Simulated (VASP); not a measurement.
# SiF (Pm-3m) in VASP: further runs

Runs on SiF. Level: PBEsol. Tasks: single point.

All numbers are computed with VASP 6.6.1; they aren't measurements. Logs are shortened: lines on timing, memory, paths and dates and some standing lists are left out, and cuts for length are marked.

### Step 1. The cell of the first run

The structure is cubic, space group Pm-3m (No. 221). Conventional cell: a = 2.960 Å, b = 2.960 Å, c = 2.960 Å, α = 90.00°, β = 90.00°, γ = 90.00°. Within 3.4 Å of Si (site symmetry m-3m) lie 8 F at 2.56 Å and 6 Si at 2.96 Å. F (site symmetry m-3m) has 8 Si at 2.56 Å and 6 F at 2.96 Å within 3.4 Å.

### Step 2. Single point, PBEsol

Contents of INCAR:

```
ALGO = Normal
EDIFF = 1E-7
ENCUT = 520
GGA = PS
ISIF = 2
ISMEAR = -1
LASPH = True
LCHARG = False
LREAL = False
LWAVE = False
NBANDS = 12
NELM = 100
PREC = Accurate
SIGMA = 0.05
```

Contents of KPOINTS:

```
k-points
0
Gamma
  9 9 9
```

Contents of POSCAR:

```
SiF
1.0
    2.9599905165      0.0000000000      0.0000000000
    0.0000000000      2.9599905165      0.0000000000
    0.0000000000      0.0000000000      2.9599905165
Si F
1 1
Direct
    0.5000000000      0.5000000000      0.5000000000
    0.0000000000      0.0000000000      0.0000000000
```

Potentials or basis: VASP PAW PBE potentials, release 64 (Si, F).

Run with:

```
cat potpaw_PBE.64/Si/POTCAR potpaw_PBE.64/F/POTCAR > POTCAR
mpirun -np 1 vasp_std > vasp.out
```

OUTCAR:

```text
EDIFF = 1E-7
   ENCUT = 520
   GGA = PS
   ISIF = 2
   ISMEAR = -1
   LASPH = True
   LREAL = False
   NELM = 100
   PREC = Accurate

 ion  position               nearest neighbor table
   1  0.500  0.500  0.500-
   2  0.000  0.000  0.000-

  LATTYP: Found a simple cubic cell.
 ALAT       =     2.9599905165

  Lattice vectors:

 A1 = (   2.9599905165,   0.0000000000,   0.0000000000)
 A2 = (   0.0000000000,   2.9599905165,   0.0000000000)
 A3 = (   0.0000000000,   0.0000000000,   2.9599905165)

Analysis of symmetry for initial positions (statically):
=====================================================================
 Subroutine PRICEL returns:
 Original cell was already a primitive cell.

 Routine SETGRP: Setting up the symmetry group for a
 simple cubic supercell.

 Subroutine GETGRP returns: Found 48 space group operations
 (whereof 48 operations were pure point group operations)
 out of a pool of 48 trial point group operations.

The static configuration has the point symmetry O_h .

Analysis of symmetry for dynamics (positions and initial velocities):
=====================================================================
 Subroutine PRICEL returns:
 Original cell was already a primitive cell.

 Routine SETGRP: Setting up the symmetry group for a
 simple cubic supercell.

 Subroutine GETGRP returns: Found 48 space group operations
 (whereof 48 operations were pure point group operations)
 out of a pool of 48 trial point group operations.

The dynamic configuration has the point symmetry O_h .

 Subroutine INISYM returns: Found 48 space group operations
 (whereof 48 operations are pure point group operations),
 and found     1 'primitive' translations

----------------------------------------------------------------------------------------

                                     Primitive cell

  volume of cell :      25.9341

  direct lattice vectors                    reciprocal lattice vectors
     2.959990517  0.000000000  0.000000000     0.337838920  0.000000000  0.000000000
     0.000000000  2.959990517  0.000000000     0.000000000  0.337838920  0.000000000
     0.000000000  0.000000000  2.959990517     0.000000000  0.000000000  0.337838920

  length of vectors
     2.959990517  2.959990517  2.959990517     0.337838920  0.337838920  0.337838920

  position of ions in fractional coordinates (direct lattice)
     0.500000000  0.500000000  0.500000000
     0.000000000  0.000000000  0.000000000

  ion indices of the primitive-cell ions
   primitive index   ion index
[... 77 lines left out ...]
   NSW    =      0    number of steps for IOM
   IBRION =     -1    ionic relax: 0-MD 1-quasi-New 2-CG
   NFREE  =      0    steps in history (QN), initial steepest desc. (CG)
   ISIF   =      2    stress and relaxation
   ISYM   =      2    0-nonsym 1-usesym 2-fastsym
   POTIM  = 0.5000    time-step for ionic-motion
   TEBEG  =    0.0;   TEEND  =   0.0 temperature during run
   PSTRESS=    0.0 pullay stress
   NELECT =      11.0000    total number of electrons
   NUPDOWN=      -1.0000    fix difference up-down
   EMIN   =  10.00;   EMAX   =-10.00  energy-range for DOS
   EFERMI =   0.00;   METHOD = LEGACY
   ISMEAR =    -1;   SIGMA  =   0.05  broadening in eV -4-tet -1-fermi 0-gaus
   EFERMI_NEDOS =   21; number of points for ismear=-14 and -15
   IALGO  =     38    algorithm
   IMIX   =      4    mixing-type and parameters
     AMIX     =   0.40;   BMIX     =  1.00
     AMIX_MAG =   1.60;   BMIX_MAG =  1.00
  volume/ion in A,a.u.               =      12.97        87.51
  Fermi-wavevector in a.u.,A,eV,Ry     =   1.230029  2.324418 20.585230  1.512972
  Thomas-Fermi vector in A             =   2.364894
   LORBIT       =      0    0 simple, 1 ext, 2 COOP (PROOUT), +10 PAW based schemes
   GGA     = PS    functional components
   LHFCALC =     F    Hartree Fock is set to
   AEXX    =    0.0000 exact exchange contribution
   IVDW    =     0    specifies the selected vdW correction
   LEPSILON=     F    determine dielectric tensor
   LRPA    =     F    only Hartree local field effects (RPA)
 non-spin polarized calculation
  energy-cutoff  :      520.00
  volume of cell :       25.93
 maximum number of plane-waves:       739
 NGX is ok and might be reduce to    24
   NGX = 11   NGY = 11   NGZ = 11

 number of electron      10.9999993 magnetization

 Free energy of the ion-electron system (eV)
  ---------------------------------------------------
  ext. energy  EPLUGINS =         0.00000000
  ---------------------------------------------------
  free energy    TOTEN  =        -8.37982427 eV

  energy without entropy =       -8.36323532  energy(sigma->0) =       -8.37152979

 E-fermi :   6.5386     XC(G=0): -10.7869

 val. band max:        6.5101345797   @ k =   0.3333   0.2222   0.0000
 cond. band min:       6.5612510769   @ k =   0.4444   0.4444   0.4444
 fundamental gap:      0.0511164972
 Fermi energy:         6.5386399247

 k-point     1 :       0.0000    0.0000    0.0000
  band No.  band energies     occupation
      1     -17.9901      2.00000
      2      -2.5888      2.00000
      3       0.9080      2.00000
      4       0.9080      2.00000
      5       0.9080      2.00000
      6      12.1053      0.00000
      7      12.1053      0.00000
      8      12.1053      0.00000
      9      12.1609      0.00000
     10      12.1609      0.00000
     11      23.6927      0.00000
     12      23.9492      0.00000
[... 331 lines left out ...]
 k-point    24 :       0.4444    0.3333    0.1111
  band No.  band energies     occupation
      1     -17.5153      2.00000
      2      -2.1848      2.00000
      3      -0.7379      2.00000
      4       1.1911      2.00000
      5       2.3615      2.00000
      6       6.6099      0.38771
      7       7.7048      0.00000
      8      11.9252      0.00000
      9      14.4135      0.00000
     10      18.2372      0.00000
     11      19.2015      0.00000
     12      19.6835      0.00000

 [... further k-points ...]
[... 5 lines left out ...]
  --------------------------------------------------------------------------------------
  -------------------------------------------------------------------------------------
  Total        0.2890646      0.2890646      0.2890646      0.0000000      0.0000000      0.0000000
  in kB       17.8580678     17.8580678     17.8580678      0.0000000      0.0000000      0.0000000
  external PRESSURE =      17.8580678 kB  Pullay stress =       0.0000000 kB

 VOLUME and BASIS-vectors are now :
 -----------------------------------------------------------------------------
  energy-cutoff  :      520.00
  volume of cell :       25.93
      direct lattice vectors                 reciprocal lattice vectors
     2.959990517  0.000000000  0.000000000     0.337838920  0.000000000  0.000000000
     0.000000000  2.959990517  0.000000000     0.000000000  0.337838920  0.000000000
     0.000000000  0.000000000  2.959990517     0.000000000  0.000000000  0.337838920

 POSITION                                       TOTAL-FORCE (eV/Angst)
 -----------------------------------------------------------------------------------
      1.48000      1.48000      1.48000         0.000000      0.000000      0.000000
      0.00000      0.00000      0.00000         0.000000      0.000000      0.000000
 -----------------------------------------------------------------------------------
    total drift:                               -0.000000      0.000000      0.000000

  FREE ENERGIE OF THE ION-ELECTRON SYSTEM (eV)
  ---------------------------------------------------
  free  energy   TOTEN  =        -8.3798242685 eV

  energy  without entropy=       -8.3632353166  energy(sigma->0) =       -8.37152979
```

OSZICAR:

```text
N       E                     dE             d eps       ncg     rms          rms(c)
DAV:   1     0.241352843489E+02    0.24135E+02   -0.49739E+03   848   0.772E+02
DAV:   2    -0.804683588365E+01   -0.32182E+02   -0.30355E+02  1040   0.148E+02
DAV:   3    -0.895679940502E+01   -0.90996E+00   -0.90207E+00  1000   0.211E+01
DAV:   4    -0.895915986753E+01   -0.23605E-02   -0.23603E-02   968   0.139E+00
DAV:   5    -0.895916948269E+01   -0.96152E-05   -0.96147E-05  1004   0.880E-02    0.458E+00
DAV:   6    -0.844251217012E+01    0.51666E+00   -0.44157E+00   872   0.152E+01    0.240E+00
DAV:   7    -0.838956360322E+01    0.52949E-01   -0.35240E-01   900   0.420E+00    0.801E-01
DAV:   8    -0.838025673372E+01    0.93069E-02   -0.52515E-02   888   0.180E+00    0.151E-01
DAV:   9    -0.837978679082E+01    0.46994E-03   -0.14909E-03   908   0.284E-01    0.554E-02
DAV:  10    -0.837982202028E+01   -0.35229E-04   -0.44244E-05  1024   0.520E-02    0.232E-02
DAV:  11    -0.837982453711E+01   -0.25168E-05   -0.14950E-05   924   0.367E-02    0.181E-03
DAV:  12    -0.837982442481E+01    0.11230E-06   -0.46539E-07   912   0.495E-03    0.878E-04
DAV:  13    -0.837982426946E+01    0.15535E-06   -0.31387E-08   532   0.124E-03    0.170E-04
DAV:  14    -0.837982426846E+01    0.99146E-09   -0.24829E-09   468   0.480E-04
   1 F= -.83798243E+01 E0= -.83715298E+01  d E =-.165890E-01
```

stdout:

```text
POSCAR found type information on POSCAR SiF
 POSCAR found :  2 types and       2 ions
 scaLAPACK will be used
 -----------------------------------------------------------------------------
|                                                                             |
|                                                                             |
|     You enforced a specific xc type in the INCAR file but a different       |
|     I HOPE YOU KNOW WHAT YOU ARE DOING!                                     |
|                                                                             |
 -----------------------------------------------------------------------------

 LDA part: xc-table for (Slater+PW92), standard interpolation
 POSCAR, INCAR and KPOINTS ok, starting setup
 FFT: planning ... GRIDC
 FFT: planning ... GRID_SOFT
 FFT: planning ... GRID
 WAVECAR not read
 entering main loop
```

Run time: 7.5 s. Hardware: 1 thread of Intel Xeon Platinum 8259CL at 2.50GHz (Skylake/Cascade Lake), shared host; peak memory 0.13 GiB.

What came out:

```yaml
Free_energy: -8.3798 eV
Pressure: 1.8 GPa
```

Levels at points of the mesh, in eV from the Fermi level:
```csv
k point,band 1,band 2,band 3,band 4,band 5,band 6,band 7,band 8,band 9,band 10
"(0.00, 0.00, 0.00)",-24.53,-9.13,-5.63,-5.63,-5.63,5.57,5.57,5.57,5.62,5.62
```

Caveat: the PAW data sets were made with another functional, which shifts forces and pressure a little; an odd number of electrons without spin polarisation forces a metal; a magnetic or distorted state may lie lower.

### Step 3. Single point, PBEsol

This run uses another cell than the first one, of 12.59 Å³/atom, 0.971 times its volume.

Contents of INCAR:

```
SYSTEM = SiF
PREC = Accurate
ENCUT = 520
EDIFF = 1E-7
ISMEAR = -1
SIGMA = 0.05
LREAL = .FALSE.
LASPH = .TRUE.
NELM = 60
ALGO = Normal
ISIF = 2
LWAVE = .FALSE.
LCHARG = .TRUE.
GGA = PS
LELF = .TRUE.
LVHAR = .TRUE.
NBANDS = 12
```

Contents of KPOINTS:

```
regular mesh
0
G
  9 9 9
  0 0 0
```

Contents of POSCAR:

```
SiF
1.0
    2.9306875002      0.0000000000      0.0000000000
    0.0000000000      2.9306875002      0.0000000000
    0.0000000000      0.0000000000      2.9306875002
Si F
1 1
Direct
    0.5000000000      0.5000000000      0.5000000000
    0.0000000000      0.0000000000      0.0000000000
```

Potentials or basis: VASP PAW PBE potentials, release 64 (Si, F).

Run with:

```
cat potpaw_PBE.64/Si/POTCAR potpaw_PBE.64/F/POTCAR > POTCAR
mpirun -np 1 vasp_std > vasp.out
```

It took 9.4 s on 1 thread of Intel Xeon Platinum 8259CL at 2.50GHz (Skylake/Cascade Lake), shared host; peak memory 0.13 GiB.

The run converged. Its results:

| Item | Value |
| --- | --- |
| Free energy | -8.3629 eV |
| Pressure | 4.8 GPa |

Levels at points of the mesh, in eV from the Fermi level:
| k point | band 2 | band 3 | band 4 | band 5 | band 6 | band 7 | band 8 | band 9 |
| --- | --- | --- | --- | --- | --- | --- | --- | --- |
| (0.00, 0.00, 0.00) | -9.21 | -5.81 | -5.81 | -5.81 | 5.55 | 5.55 | 5.74 | 5.74 |

Caveat: the PAW data sets were made with another functional, which shifts forces and pressure a little; an odd number of electrons without spin polarisation forces a metal; a magnetic or distorted state may lie lower.
